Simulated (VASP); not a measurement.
# Ni (Im-3m) in VASP: vibrations by perturbation theory with LDA

Aim: the vibrations by perturbation theory of Ni with LDA.

Everything below comes from runs of VASP 6.6.1. Logs are shortened: lines on timing, memory, paths and dates and some standing lists are left out, and cuts for length are marked.

**1. The cell of the first run**

The structure is cubic, space group Im-3m (No. 229). Conventional cell: a = 2.718 Å, b = 2.718 Å, c = 2.718 Å, α = 90.00°, β = 90.00°, γ = 90.00°. Within 3.1 Å of Ni (site symmetry m-3m) lie 14 Ni at 2.35 to 2.72 Å.

This isn't the form of Ni at room conditions, which is fcc.

**2. Vibrations by perturbation theory, LDA**

Contents of INCAR:

```
SYSTEM = Ni
PREC = Accurate
ENCUT = 520
EDIFF = 1E-8
ISMEAR = 0
SIGMA = 0.15
LREAL = .FALSE.
LASPH = .TRUE.
NELM = 100
ALGO = Normal
ISIF = 2
LWAVE = .FALSE.
LCHARG = .FALSE.
GGA = CA
IBRION = 8
NSW = 1
```

Contents of KPOINTS:

```
Automatic mesh
0
G
  20 20 12
  0 0 0
```

Contents of POSCAR:

```
Ni
1.0
   -1.3590661858      1.3590661858      1.3590661858
    1.3590661858     -1.3590661858      1.3590661858
    2.7181323716      2.7181323716      0.0000000000
Ni
2
Direct
    0.0000000000      0.0000000000      0.0000000000
    0.5000000000      0.5000000000      0.5000000000
```

Potentials or basis: VASP PAW LDA potentials, release 64 (Ni).

Launch:

```console
cat potpaw_LDA.64/Ni/POTCAR > POTCAR
mpirun -np 1 vasp_std > vasp.out
```

OUTCAR:

```text
SYSTEM = Ni
   PREC = Accurate
   ENCUT = 520
   EDIFF = 1E-8
   ISMEAR = 0
   LREAL = .FALSE.
   LASPH = .TRUE.
   NELM = 100
   ISIF = 2
   GGA = CA
   IBRION = 8
   NSW = 1

 ion  position               nearest neighbor table
   1  0.000  0.000  0.000-   2 2.35   2 2.35   2 2.35   2 2.35   2 2.72   2 2.72   2 2.72   2 2.72

   2  0.500  0.500  0.500-   1 2.35   1 2.35   1 2.35   1 2.35   1 2.72   1 2.72   1 2.72   1 2.72

  LATTYP: Found a base centered orthorhombic cell.
 ALAT       =     2.7181323716
 B/A-ratio  =     1.4142135624
 C/A-ratio  =     1.4142135624

  Lattice vectors:

 A1 = (  -1.3590661858,   1.3590661858,   1.3590661858)
 A2 = (   1.3590661858,  -1.3590661858,   1.3590661858)
 A3 = (   2.7181323716,   2.7181323716,   0.0000000000)

Analysis of symmetry for initial positions (statically):
=====================================================================
 Subroutine PRICEL returns following result:

  LATTYP: Found a body centered cubic cell.
 ALAT       =     2.7181323716

  Lattice vectors:

 A1 = (  -1.3590661858,   1.3590661858,  -1.3590661858)
 A2 = (  -1.3590661858,  -1.3590661858,   1.3590661858)
 A3 = (   1.3590661858,   1.3590661858,   1.3590661858)

   2 primitive cells build up your supercell.

 Routine SETGRP: Setting up the symmetry group for a
 base centered orthorhombic supercell.

 Subroutine GETGRP returns: Found  8 space group operations
 (whereof  8 operations were pure point group operations)
 out of a pool of  8 trial point group operations.

The static configuration has the point symmetry D_2h.

Analysis of symmetry for dynamics (positions and initial velocities):
=====================================================================
 Subroutine PRICEL returns following result:

  LATTYP: Found a body centered cubic cell.
 ALAT       =     2.7181323716

  Lattice vectors:

 A1 = (  -1.3590661858,   1.3590661858,  -1.3590661858)
 A2 = (  -1.3590661858,  -1.3590661858,   1.3590661858)
 A3 = (   1.3590661858,   1.3590661858,   1.3590661858)

   2 primitive cells build up your supercell.

 Routine SETGRP: Setting up the symmetry group for a
 base centered orthorhombic supercell.

 Subroutine GETGRP returns: Found  8 space group operations
 (whereof  8 operations were pure point group operations)
 out of a pool of  8 trial point group operations.

The dynamic configuration has the point symmetry D_2h.

 Subroutine INISYM returns: Found  8 space group operations
 (whereof  8 operations are pure point group operations),
 and found     2 'primitive' translations

----------------------------------------------------------------------------------------

                                     Primitive cell

  volume of cell :      10.0411

  direct lattice vectors                    reciprocal lattice vectors
    -1.359066186  1.359066186 -1.359066186    -0.367899669  0.367899669  0.000000000
    -1.359066186 -1.359066186  1.359066186    -0.367899669  0.000000000  0.367899669
     1.359066186  1.359066186  1.359066186     0.000000000  0.367899669  0.367899669

  length of vectors
     2.353971685  2.353971685  2.353971685     0.520288702  0.520288702  0.520288702

  position of ions in fractional coordinates (direct lattice)
     0.000000000  0.000000000  0.000000000

  ion indices of the primitive-cell ions
   primitive index   ion index
                 1           1

----------------------------------------------------------------------------------------

 KPOINTS: Automatic mesh

Automatic generation of k-mesh.
 Grid dimensions read from file:
 generate k-points for:   20   20   12

 Generating k-lattice:

  Cartesian coordinates                     Fractional coordinates (reciprocal lattice)
    -0.009197492  0.009197492  0.018394983     0.050000000  0.000000000  0.000000000
     0.009197492 -0.009197492  0.018394983     0.000000000  0.050000000  0.000000000
     0.015329153  0.015329153  0.000000000     0.000000000  0.000000000  0.083333333

  Length of vectors
     0.022529162  0.022529162  0.021678696

  Shift w.r.t. Gamma in fractional coordinates (k-lattice)
     0.000000000  0.000000000  0.000000000

 Subroutine IBZKPT returns following result:
 ===========================================

[... 53 lines left out ...]
   ISIF   =      2    stress and relaxation
   ISYM   =      2    0-nonsym 1-usesym 2-fastsym
   POTIM  = 0.5000    time-step for ionic-motion
   TEBEG  =    0.0;   TEEND  =   0.0 temperature during run
   PSTRESS=    0.0 pullay stress
   NELECT =      20.0000    total number of electrons
   NUPDOWN=      -1.0000    fix difference up-down
   EMIN   =  10.00;   EMAX   =-10.00  energy-range for DOS
   EFERMI =   0.00;   METHOD = LEGACY
   ISMEAR =     0;   SIGMA  =   0.15  broadening in eV -4-tet -1-fermi 0-gaus
   EFERMI_NEDOS =   21; number of points for ismear=-14 and -15
   IALGO  =     38    algorithm
   IMIX   =      4    mixing-type and parameters
     AMIX     =   0.40;   BMIX     =  1.00
     AMIX_MAG =   1.60;   BMIX_MAG =  1.00
  volume/ion in A,a.u.               =      10.04        67.76
  Fermi-wavevector in a.u.,A,eV,Ry     =   1.634861  3.089440 36.365260  2.672771
  Thomas-Fermi vector in A             =   2.726430
   LORBIT       =      0    0 simple, 1 ext, 2 COOP (PROOUT), +10 PAW based schemes
   GGA     = CA    functional components
   LHFCALC =     F    Hartree Fock is set to
   AEXX    =    0.0000 exact exchange contribution
   IVDW    =     0    specifies the selected vdW correction
   LEPSILON=     F    determine dielectric tensor
   LRPA    =     F    only Hartree local field effects (RPA)
 non-spin polarized calculation
 Gauss-broadening in eV      SIGMA  =   0.15
  energy-cutoff  :      520.00
  volume of cell :       20.08
 maximum number of plane-waves:       554
 NGX is ok and might be reduce to    18
   NGX =  9   NGY =  9   NGZ = 15

--------------------------------------- Ionic step        1  -------------------------------------------

 number of electron      20.0000003 magnetization

 Free energy of the ion-electron system (eV)
  ---------------------------------------------------
  ext. energy  EPLUGINS =         0.00000000
  ---------------------------------------------------
  free energy    TOTEN  =       -12.98269545 eV

  energy without entropy =      -12.94261631  energy(sigma->0) =      -12.96265588

 E-fermi :  10.0465     XC(G=0): -14.0920

 val. band max:       10.0448257472   @ k =   0.5000   0.3500   0.4167
 cond. band min:      10.0471047623   @ k =  -0.4000   0.4000   0.5000
 fundamental gap:      0.0022790151
 Fermi energy:        10.0464911860

 k-point     1 :       0.0000    0.0000    0.0000
  band No.  band energies     occupation
      1       0.6925      2.00000
      2       5.2085      2.00000
      3       6.8384      2.00000
      4       7.9044      2.00000
      5       7.9051      2.00000
      6       7.9056      2.00000
      7       9.3847      2.00000
      8       9.4453      2.00000
      9       9.4455      2.00000
     10       9.6300      1.99991
     11      10.3173      0.01067
     12      10.5014      0.00002
     13      17.4119      0.00000
     14      29.9593      0.00000
[... 377 lines left out ...]
      1       3.9846      2.00000
      2       6.6620      2.00000
      3       7.0198      2.00000
      4       7.0198      2.00000
      5       7.2725      2.00000
      6       7.2740      2.00000
      7       9.2578      2.00000
      8       9.5315      2.00000
      9       9.5825      1.99999
     10       9.5831      1.99999
     11       9.8618      1.91833
     12      17.0368      0.00000
     13      17.0371      0.00000
     14      19.6424      0.00000

 [... further k-points ...]
[... 5 lines left out ...]
  --------------------------------------------------------------------------------------
  -------------------------------------------------------------------------------------
  Total       -0.0032147     -0.0032147     -0.0063179      0.0000280      0.0000000     -0.0000000
  in kB       -0.2564750     -0.2564750     -0.5040483      0.0022364      0.0000000     -0.0000000
  external PRESSURE =      -0.3389994 kB  Pullay stress =       0.0000000 kB

 VOLUME and BASIS-vectors are now :
 -----------------------------------------------------------------------------
  energy-cutoff  :      520.00
  volume of cell :       20.08
      direct lattice vectors                 reciprocal lattice vectors
    -1.359066186  1.359066186  1.359066186    -0.183949835  0.183949835  0.367899669
     1.359066186 -1.359066186  1.359066186     0.183949835 -0.183949835  0.367899669
     2.718132372  2.718132372  0.000000000     0.183949835  0.183949835  0.000000000

 POSITION                                       TOTAL-FORCE (eV/Angst)
 -----------------------------------------------------------------------------------
      0.00000      0.00000      0.00000         0.000000      0.000000     -0.000000
      1.35907      1.35907      1.35907        -0.000000     -0.000000      0.000000
 -----------------------------------------------------------------------------------
    total drift:                               -0.000000      0.000000     -0.000000

  FREE ENERGIE OF THE ION-ELECTRON SYSTEM (eV)
  ---------------------------------------------------
  free  energy   TOTEN  =       -12.9826954454 eV

  energy  without entropy=      -12.9426163082  energy(sigma->0) =      -12.96265588

[... ionic steps 2 to 3 ...]

--------------------------------------- Ionic step        4  -------------------------------------------

------------------------ aborting loop because EDIFF is reached ----------------------------------------

[... ionic steps 5 to 5 ...]

--------------------------------------- Ionic step        6  -------------------------------------------

 Free energy of the ion-electron system (eV)
  ---------------------------------------------------
  ---------------------------------------------------
  free energy    TOTEN  =        -0.17669402 eV

  energy without entropy =       -0.17669401

------------------------ aborting loop because EDIFF is reached ----------------------------------------

 INTERNAL STRAIN TENSOR  FOR ION    1  DIRECTION 3   (eV/Angst):
 -----------------------------------------------------------------------------
    -0.00190  0.00272 -0.00000
     0.00272 -0.00190  0.00000
    -0.00000  0.00000  0.00724

 INTERNAL STRAIN TENSOR FOR ION    2 for displacements in x,y,z  (eV/Angst):
          X           Y           Z          XY          YZ          ZX
  --------------------------------------------------------------------------------
  x     0.00000     0.00000     0.00000     0.00000     0.00000     0.00000
  y     0.00000     0.00000     0.00000     0.00000     0.00000     0.00000
  z     0.00000     0.00000     0.00000     0.00000     0.00000     0.00000

 SECOND DERIVATIVES (NOT SYMMETRIZED)
 ------------------------------------
               1X          1Y          1Z          2X          2Y          2Z
  1X    -5.545528   -5.774589    0.000000    5.545528    5.774589    0.000000
  1Y    -5.774589   -5.545528    0.000000    5.774589    5.545528    0.000000
  1Z     0.000000    0.000000   -5.181032   -0.000000   -0.000000    5.181032
  2X     5.545528    5.774589    0.000000   -5.545528   -5.774589    0.000000
  2Y     5.774589    5.545528    0.000000   -5.774589   -5.545528    0.000000
  2Z    -0.000000   -0.000000    5.181032    0.000000    0.000000   -5.181032

 Eigenvectors and eigenvalues of the dynamical matrix
 ----------------------------------------------------

   1 f  =    9.709774 THz    61.008311 2PiTHz  323.883207 cm-1    40.156382 meV
             X         Y         Z           dx          dy          dz
      0.000000  0.000000  0.000000     0.500000    0.500000    0.000000
      1.359066  1.359066  1.359066    -0.500000   -0.500000   -0.000000
[... 11 lines left out ...]
   4 f  =    0.000000 THz     0.000001 2PiTHz    0.000003 cm-1     0.000000 meV
             X         Y         Z           dx          dy          dz
      0.000000  0.000000  0.000000     0.644348   -0.275442    0.094590
      1.359066  1.359066  1.359066     0.644348   -0.275442    0.094590

   5 f/i=    0.000000 THz     0.000001 2PiTHz    0.000003 cm-1     0.000000 meV
             X         Y         Z           dx          dy          dz
      0.000000  0.000000  0.000000     0.279661    0.649295   -0.014330
      1.359066  1.359066  1.359066     0.279661    0.649295   -0.014330

   6 f/i=    1.381207 THz     8.678380 2PiTHz   46.072110 cm-1     5.712211 meV
             X         Y         Z           dx          dy          dz
      0.000000  0.000000  0.000000    -0.500000    0.500000    0.000000
      1.359066  1.359066  1.359066     0.500000   -0.500000    0.000000

--------------------------------------------------------------------------------------------------------

 ELASTIC MODULI CONTR FROM IONIC RELAXATION (kBar)
 Direction    XX          YY          ZZ          XY          YZ          ZX
 --------------------------------------------------------------------------------
 XX           0.0000      0.0000      0.0000      0.0000      0.0000      0.0000
 YY           0.0000      0.0000      0.0000      0.0000      0.0000      0.0000
 ZZ           0.0000      0.0000      0.0000      0.0000      0.0000      0.0000
 XY           0.0000      0.0000      0.0000      0.0000      0.0000      0.0000
 YZ           0.0000      0.0000      0.0000      0.0000      0.0000      0.0000
 ZX           0.0000      0.0000      0.0000      0.0000      0.0000      0.0000
 --------------------------------------------------------------------------------
```

Run time: 17 min. Hardware: 1 thread of Oxide Virtual Turin-like, shared host; peak memory 0.69 GiB.

What came out:

```
Highest phonon frequency at Γ : 324 cm⁻¹
Most unstable mode            : 46i cm⁻¹
```

Phonon frequencies in cm⁻¹ (negative: imaginary):
```tsv
q point	frequencies
(0.000, 0.000, 0.000)	-46 0 0 0 219 324
```

Caveat: some modes are imaginary; the run has no spin polarisation, though such a crystal can be magnetic.
